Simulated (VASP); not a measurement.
A run of VASP 6.6.1 is set up as follows.

The input INCAR:

```
SYSTEM = RbCu3
ALGO = Fast
EDIFF = 1E-6
ENCUT = 520
GGA = PE
ISIF = 2
ISMEAR = 0
LASPH = .TRUE.
LCHARG = .FALSE.
LREAL = .FALSE.
LWAVE = .FALSE.
NBANDS = 29
NELM = 100
PREC = Accurate
SIGMA = 0.1
```

The input KPOINTS:

```
k-points
0
G
  12 12 12
  0 0 0
```

File POSCAR:

```
RbCu3
1.0
    4.3394212048      0.0000000000      0.0000000000
    0.0000000000      4.3394212048      0.0000000000
    0.0000000000      0.0000000000      4.3394212048
Rb Cu
1 3
Direct
    0.0000000000      0.0000000000      0.0000000000
    0.0000000000      0.5000000000      0.5000000000
    0.5000000000      0.0000000000      0.5000000000
    0.5000000000      0.5000000000      0.0000000000
```

Potentials or basis: VASP PAW PBE potentials, release 64 (Rb_sv, Cu).

Command:

```sh
$ cat potpaw_PBE.64/Rb_sv/POTCAR potpaw_PBE.64/Cu/POTCAR > POTCAR
$ mpirun -np 1 vasp_std > vasp.out
```

Problem. Estimate the band gap on the k mesh.

Solution. Zero (bands 21 and 22 overlap by 2.02 eV).

Problem. Predict the pressure.

Solution. 0.2 GPa.
